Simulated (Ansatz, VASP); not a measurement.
# One calculation of MoS, two programs

```
Mo S
1.0
     0.00000    2.54110    2.54110
     2.54110    0.00000    2.54110
     2.54110    2.54110    0.00000
Mo S
1 1
Cartesian
  0.0000 0.0000 0.0000
  2.5411 2.5411 2.5411
```

Alike in both runs: task single point; functional PBE; k mesh 14 × 14 × 14; occupations gaussian, width 0.1 eV; collinear spin; Hubbard terms Mo d U = 4.38 eV.

```csv
,VASP,Ansatz
version,VASP 6.6.1,Ansatz 0.2.0
potentials or method,"VASP PAW PBE potentials, release 64 (Mo_sv, S), cutoff 520 eV","scalar-relativistic, plane waves, PAW"
valence electrons in the cell,20,20
```

VASP gave:

| Item | Value |
| --- | --- |
| gap on the k mesh at the Fermi level (eV) | none |
| pressure (GPa) | 14.1 |
| net moment per atom (μB) | 1.54 |
| size of the moment on the site where the two differ most (μB) | 2.88 |

Question: Estimate Ansatz's values.

Answer: gap on the k mesh at the Fermi level (eV): none; pressure (GPa): 21.7; net moment per atom (μB): 1.82; size of the moment on the site where the two differ most (μB): 2.67.

The net moments are unlike, so the other rows may belong to different states. Site moments also hang on the region over which each program counts them. The programs project onto different local orbitals, so the same U acts differently, and such runs can settle in different states. A gap of «none» marks a metal or a gap that the smearing closes. Ansatz's warnings: filled band counts differ across k points.
